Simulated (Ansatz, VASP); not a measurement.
## Two plane-wave programs on AlN

The input POSCAR:

```
AlN
1.0
    0.0000000000      2.1848764218      2.1848764218
    2.1848764218      0.0000000000      2.1848764218
    2.1848764218      2.1848764218      0.0000000000
Al N
1 1
Direct
    0.0000000000      0.0000000000      0.0000000000
    0.2500000000      0.2500000000      0.2500000000
```

Contents of INCAR.step1:

```
ALGO = Normal ; EDIFF = 1E-4
ENCUT = 520 ; GGA = PE
ISMEAR = 0 ; LASPH = T
LCHARG = F ; LREAL = F
LWAVE = T ; NBANDS = 11
NELM = 80 ; PREC = Accurate
SIGMA = 0.01
```

File INCAR.step2:

```
ALGO = Normal ; EDIFF = 1E-6
ENCUT = 520 ; ISIF = 2
ISMEAR = 0 ; ISTART = 1
LASPH = T ; LCHARG = F
LMIXTAU = T ; LREAL = F
LWAVE = F ; METAGGA = R2SCAN
NBANDS = 11 ; NELM = 80
PREC = Accurate ; SIGMA = 0.01
```

File KPOINTS:

```
k-points
0
Gamma
  10 10 10
```

Input for Ansatz:

```yaml
crystal:
  lattice:
    - [0.0, 2.1848764218, 2.1848764218]
    - [2.1848764218, 0.0, 2.1848764218]
    - [2.1848764218, 2.1848764218, 0.0]
  atoms:
    - { symbol: Al, position: [0.0, 0.0, 0.0] }
    - { symbol: "N", position: [0.25, 0.25, 0.25] }
kpoints:
  mp_grid: { grid: [10, 10, 10] }
  band_path:
    path:
      - [0.0, 0.0, 0.0]
      - [-0.5, -0.5, 0.0]
      - [-0.375, -0.375, 0.25]
      - [-0.375, 0.0, 0.375]
      - [0.0, 0.0, 0.5]
      - [-0.5, -0.25, 0.25]
      - [0.0, 0.5, 0.5]
    npoints: 1
hamiltonian:
  xc: r2scan
scf:
  occupations: { method: fixed }
  n_extra_bands: 4
output:
  forces: true
  stress: true
  eigenvalues: true
```

Alike in both runs: task single point; functional r2SCAN; k mesh 10 × 10 × 10; no spin polarisation.

|  | VASP | Ansatz |
| --- | --- | --- |
| version | VASP 6.6.1 | Ansatz 0.2.0 |
| potentials or method | VASP PAW PBE potentials, release 64 (Al, N) | plane waves, PAW |
| plane-wave cutoff (eV) | 520 | 500 |
| occupations | gaussian, width 0.01 eV | fixed |
| valence electrons in the cell | 8 | 8 |

```tsv
	VASP	Ansatz	Ansatz less VASP
gap on the k mesh at the Fermi level (eV)	3.93	3.94	+0.007
pressure (GPa)	-0.4	0.0	+0.39
```

VASP's potentials were made for PBE, not for r2SCAN.
